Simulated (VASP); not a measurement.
Crystal: GaP.

```xyz
2
Lattice="3.4343 0.0000 0.0000 0.0000 3.4343 0.0000 0.0000 0.0000 3.4343" Properties=species:S:1:pos:R:3 pbc="T T T"
Ga    0.0000    0.0000    0.0000
P     1.7172    1.7172    1.7172
```

| Quantity | Value |
| --- | --- |
| Program | VASP 6.6.1 |
| Task | relaxation of cell and atoms |
| Functional | PBEsol |
| Potentials or basis | VASP PAW PBE potentials, release 64 (Ga_d, P) |
| Cutoff | 600 eV |
| k mesh | 6 × 6 × 6 |
| Occupations | fermi-dirac, width 0.03 eV |
| Spin | no spin polarisation |

At the start: pressure -12.0 GPa; volume 20.25 Å³/atom.

How do energy, volume and symmetry change on relaxing?

Over 13 steps the energy falls by 201.9 meV/atom and the volume is 15.98 Å³/atom (-21.1 %); space group Pm-3m (No. 221, to 0.05 Å).

The path:
| step | energy change (eV) | largest force (eV/Å) | pressure (GPa) | volume (Å³) |
| --- | --- | --- | --- | --- |
| 1 | 0.0000 | 0.0000 | -11.98 | 40.51 |
| 2 | -0.4028 | 0.0000 | -0.80 | 32.26 |
| 3 | -0.4038 | 0.0000 | -0.22 | 31.98 |
| 4 | -0.4038 | 0.0000 | -0.23 | 31.98 |
| 5 | -0.4038 | 0.0000 | -0.13 | 31.97 |
| 6 | -0.4038 | 0.0000 | -0.19 | 31.97 |
| 7 | -0.4038 | 0.0000 | -0.20 | 31.97 |
| 8 | -0.4038 | 0.0000 | -0.20 | 31.97 |
| 9 | -0.4038 | 0.0000 | -0.20 | 31.97 |
| 10 | -0.4038 | 0.0000 | -0.20 | 31.97 |
| 11 | -0.4038 | 0.0000 | -0.14 | 31.97 |
| 12 | -0.4038 | 0.0000 | -0.14 | 31.96 |
| 13 | -0.4038 | 0.0000 | -0.06 | 31.95 |

Final structure:
```
Ga P
1.0
     3.17317    0.00000    0.00000
     0.00000    3.17317    0.00000
     0.00000    0.00000    3.17317
Ga P
1 1
Direct
  0.00000 0.00000 0.00000
  0.50000 0.50000 0.50000
```

Caveat: the volume moved by over 15 % at a fixed basis, so the end points are rough; the bands computed are all filled at some k points, so no gap is given; the PAW data sets were made with another functional, which shifts forces and pressure a little.
